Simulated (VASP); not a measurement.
## NaCl: single point with PBE

NaCl:

```
Na Cl
1.0
     0.00000    2.80279    2.80279
     2.80279    0.00000    2.80279
     2.80279    2.80279    0.00000
Na Cl
1 1
Direct
  0.00000 0.00000 0.00000
  0.50000 0.50000 0.50000
```

```json
{
 "Program": "VASP 6.6.1",
 "Task": "single point",
 "Functional": "PBE",
 "Potentials or basis": "VASP PAW PBE potentials, release 64 (Na_pv, Cl)",
 "Cutoff": "520 eV",
 "k mesh": "6 × 6 × 6",
 "Occupations": "gaussian, width 0.01 eV",
 "Spin": "no spin polarisation",
 "Dipole correction": "no",
 "Further INCAR settings": "ALGO = Normal; EDIFF = 1e-07; NBANDS = 14"
}
```

```yaml
Pressure: 1.2 GPa
Band_gap_on_the_k_mesh: 5.18 eV, direct
```

Levels at points of the mesh, in eV from the valence-band top:
| k point | band 4 | band 5 | band 6 | band 7 | band 8 | band 9 | band 10 | band 11 |
| --- | --- | --- | --- | --- | --- | --- | --- | --- |
| (0.00, 0.00, 0.00) | -12.70 | 0.00 | 0.00 | 0.00 | 5.18 | 11.14 | 11.14 | 11.14 |
| (0.50, 0.00, 0.00) | -12.34 | -1.98 | -0.27 | -0.27 | 7.31 | 10.78 | 11.02 | 11.02 |
| (0.50, 0.50, 0.00) | -12.30 | -1.71 | -0.61 | -0.61 | 7.59 | 8.06 | 11.45 | 14.94 |

Wall time 9.2 s on 1 thread of Intel(R) Xeon(R) Platinum 8559C (Emerald Rapids), on a shared host, peak memory 0.15 GiB.

PBE gaps usually lie below the measured ones, often by a third to a half.
